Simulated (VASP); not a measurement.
# W3C in VASP: relaxation of the atoms with LDA

Aim: the relaxation of the atoms of W3C with LDA.

All numbers are computed with VASP 6.6.1; they aren't measurements. Logs are shortened: lines on timing, memory, paths and dates and some standing lists are left out, and cuts for length are marked.

## (1) The cell of the first run

The cell holds a slab with vacuum, 4 atoms: a = 2.809 Å, b = 2.809 Å, c = 19.357 Å, α = 90.00°, β = 90.00°, γ = 90.00°.

## (2) Relaxation of the atoms, LDA

Input file INCAR:

```
ALGO = Normal
DIPOL = 0.5 0.5 0.354
EDIFF = 1E-7
EDIFFG = -0.025
ENCUT = 520
GGA = CA
IBRION = 2
IDIPOL = 3
ISIF = 2
ISMEAR = 0
LASPH = True
LCHARG = False
LDIPOL = True
LREAL = False
LWAVE = False
NELM = 60
NSW = 36
PREC = Accurate
SIGMA = 0.1
```

Input file KPOINTS:

```
k-points
0
Gamma
  9 9 1
```

Input file POSCAR:

```
W3C
1.0
    2.8093052381      0.0000000000      0.0000000000
    0.0000000000      2.8093052381      0.0000000000
    0.0000000000      0.0000000000     19.3572602846
W C
3 1
Selective dynamics
Direct
    0.5000000000      0.5000000000      0.2066408129  F F F
    0.0000000000      0.0000000000      0.3062710168  F F F
    0.5000000000      0.5000000000      0.4059076630  F F F
    0.6666666667      0.6666666667      0.4988960288  F F T
```

Potentials or basis: VASP PAW LDA potentials, release 64 (W_sv, C).

On the command line:

```
$ cat potpaw_LDA.64/W_sv/POTCAR potpaw_LDA.64/C/POTCAR > POTCAR
$ mpirun -np 1 vasp_std > vasp.out
```

OUTCAR:

```text
EDIFF = 1E-7
   EDIFFG = -0.025
   ENCUT = 520
   GGA = CA
   IBRION = 2
   ISIF = 2
   ISMEAR = 0
   LASPH = True
   LREAL = False
   NELM = 60
   NSW = 36
   PREC = Accurate

 ion  position               nearest neighbor table
   1  0.500  0.500  0.207-   2 2.77   2 2.77   2 2.77   2 2.77
   2  0.000  0.000  0.306-   1 2.77   1 2.77   1 2.77   1 2.77   3 2.77   3 2.77   3 2.77   3 2.77

   3  0.500  0.500  0.406-   4 1.92   2 2.77   2 2.77   2 2.77   2 2.77
   4  0.667  0.667  0.499-   3 1.92

  LATTYP: Found a simple tetragonal cell.
 ALAT       =     2.8093052381
 C/A-ratio  =     6.8904083551

  Lattice vectors:

 A1 = (   2.8093052381,   0.0000000000,   0.0000000000)
 A2 = (   0.0000000000,   2.8093052381,   0.0000000000)
 A3 = (   0.0000000000,   0.0000000000,  19.3572602846)

Analysis of symmetry for initial positions (statically):
=====================================================================
 Subroutine PRICEL returns:
 Original cell was already a primitive cell.

 Routine SETGRP: Setting up the symmetry group for a
 simple tetragonal supercell.

 Subroutine GETGRP returns: Found  2 space group operations
 (whereof  2 operations were pure point group operations)
 out of a pool of 16 trial point group operations.

The static configuration has the point symmetry C_1h.

Analysis of symmetry for dynamics (positions and initial velocities):
=====================================================================
 Subroutine PRICEL returns:
 Original cell was already a primitive cell.

 Routine SETGRP: Setting up the symmetry group for a
 simple tetragonal supercell.

 Subroutine GETGRP returns: Found  2 space group operations
 (whereof  2 operations were pure point group operations)
 out of a pool of 16 trial point group operations.

The dynamic configuration has the point symmetry C_1h.

Analysis of constrained symmetry for selective dynamics:
=====================================================================
 Subroutine PRICEL returns:
 Original cell was already a primitive cell.

 Routine SETGRP: Setting up the symmetry group for a
 simple tetragonal supercell.

 Subroutine GETGRP returns: Found  2 space group operations
 (whereof  2 operations were pure point group operations)
[... 117 lines left out ...]
   NUPDOWN=      -1.0000    fix difference up-down
   EMIN   =  10.00;   EMAX   =-10.00  energy-range for DOS
   EFERMI =   0.00;   METHOD = LEGACY
   ISMEAR =     0;   SIGMA  =   0.10  broadening in eV -4-tet -1-fermi 0-gaus
   EFERMI_NEDOS =   21; number of points for ismear=-14 and -15
   IALGO  =     38    algorithm
   IMIX   =      4    mixing-type and parameters
     AMIX     =   0.40;   BMIX     =  1.00
     AMIX_MAG =   1.60;   BMIX_MAG =  1.00
  volume/ion in A,a.u.               =      38.19       257.74
  Fermi-wavevector in a.u.,A,eV,Ry     =   1.097270  2.073540 16.381436  1.204002
  Thomas-Fermi vector in A             =   2.233627
   LORBIT       =      0    0 simple, 1 ext, 2 COOP (PROOUT), +10 PAW based schemes
   GGA     = CA    functional components
   LHFCALC =     F    Hartree Fock is set to
   AEXX    =    0.0000 exact exchange contribution
   IVDW    =     0    specifies the selected vdW correction
   LEPSILON=     F    determine dielectric tensor
   LRPA    =     F    only Hartree local field effects (RPA)
 conjugate gradient relaxation of ions
 non-spin polarized calculation
 Gauss-broadening in eV      SIGMA  =   0.10
  energy-cutoff  :      520.00
  volume of cell :      152.77
 maximum number of plane-waves:      4159
 NGX is ok and might be reduce to    24
   NGX = 11   NGY = 11   NGZ = 71

 dipolmoment           0.000000      0.000000     -0.277757 electrons x Angstroem

--------------------------------------- Ionic step        1  -------------------------------------------

 number of electron      46.0000006 magnetization

 Free energy of the ion-electron system (eV)
  ---------------------------------------------------
  ext. energy  EPLUGINS =         0.00000000
  ---------------------------------------------------
  free energy    TOTEN  =       -44.30391725 eV

  energy without entropy =      -44.27056437  energy(sigma->0) =      -44.28724081

------------------------ aborting loop because EDIFF is reached ----------------------------------------

  FORCE on cell =-STRESS in cart. coord.  units (eV):
  Direction    XX          YY          ZZ          XY          YZ          ZX
  --------------------------------------------------------------------------------------
  -------------------------------------------------------------------------------------
  Total       -3.7296973     -3.7296973     -2.5589699      0.1028749      0.9087095      0.9087092
  in kB      -39.1149173    -39.1149173    -26.8370026      1.0788928      9.5300220      9.5300188
  external PRESSURE =     -35.0222791 kB  Pullay stress =       0.0000000 kB
[... 63 lines left out ...]
--------------------------------------- Ionic step        3  -------------------------------------------

 number of electron      46.0000006 magnetization

 dipolmoment           0.000000      0.000000      0.096225 electrons x Angstroem

 Free energy of the ion-electron system (eV)
  ---------------------------------------------------
  ext. energy  EPLUGINS =         0.00000000
  ---------------------------------------------------
  free energy    TOTEN  =       -44.40771840 eV

  energy without entropy =      -44.37570020  energy(sigma->0) =      -44.39170930

 E-fermi :  -0.1674     XC(G=0):  -6.0306

 val. band max:       -0.1690229378   @ k =  -0.2222   0.2222   0.0000
 cond. band min:      -0.1594100463   @ k =  -0.1111   0.1111   0.0000
 fundamental gap:      0.0096128915
 Fermi energy:        -0.1674254229

 k-point     1 :       0.0000    0.0000    0.0000
  band No.  band energies     occupation
      1     -73.4469      2.00000
      2     -73.2064      2.00000
      3     -72.8373      2.00000
      4     -38.3191      2.00000
      5     -37.8018      2.00000
      6     -37.6275      2.00000
[... 709 lines left out ...]
     26       3.0296      0.00000
     27       3.6105      0.00000

 [... further k-points ...]

------------------------ aborting loop because EDIFF is reached ----------------------------------------

 vacuum level on the upper side and lower side of the slab       (xc-potential included)         0.955        -1.219

  FORCE on cell =-STRESS in cart. coord.  units (eV):
  Direction    XX          YY          ZZ          XY          YZ          ZX
  --------------------------------------------------------------------------------------
  -------------------------------------------------------------------------------------
  Total       -2.8912857     -2.8912857      1.0928598      0.4567599      1.6007122      1.6007121
  in kB      -30.3221393    -30.3221393     11.4612846      4.7902346     16.7873483     16.7873469
  external PRESSURE =     -16.3943313 kB  Pullay stress =       0.0000000 kB
[... 19 lines left out ...]
  FREE ENERGIE OF THE ION-ELECTRON SYSTEM (eV)
  ---------------------------------------------------
  free  energy   TOTEN  =       -44.4077184049 eV

  energy  without entropy=      -44.3757001980  energy(sigma->0) =      -44.39170930

 reached required accuracy - stopping structural energy minimisation

 vacuum level on the upper side and lower side of the slab         6.819         4.578
```

Wall time 7.5 min (1 thread of Intel Xeon Platinum 8259CL at 2.50GHz (Skylake/Cascade Lake), shared host); peak memory 0.27 GiB.

What came out:

```yaml
Free_energy: -44.4077 eV
Energy_gained_by_relaxing: 26.0 meV/atom
Ionic_steps: 3
Band_gap_on_the_k_mesh: zero (bands 23 and 24 overlap by 0.94 eV)
```

Step by step:
| step | energy change (eV) | largest force on free atoms (eV/Å) | pressure (GPa) |
| --- | --- | --- | --- |
| 1 | 0.0000 | 1.8618 | -3.50 |
| 2 | -0.1018 | 0.2966 | -1.92 |
| 3 | -0.1038 | 0.0045 | -1.64 |

Final structure:
```xyz
4
Lattice="2.8093 0.0000 0.0000 0.0000 2.8093 0.0000 0.0000 0.0000 19.3573" Properties=species:S:1:pos:R:3 pbc="T T T"
W     1.4047    1.4047    4.0000
W     0.0000    0.0000    5.9286
W     1.4047    1.4047    7.8573
C     1.8729    1.8729    9.5537
```

Levels at points of the mesh, in eV from the Fermi level:
| k point | band 19 | band 20 | band 21 | band 22 | band 23 | band 24 | band 25 | band 26 | band 27 |
| --- | --- | --- | --- | --- | --- | --- | --- | --- | --- |
| (0.00, 0.00, 0.00) | -1.52 | -1.31 | -0.74 | -0.15 | 0.05 | 0.97 | 1.42 | 1.82 | 2.67 |

Caveat: spin-orbit coupling is left out, which moves the levels of the heavy elements.
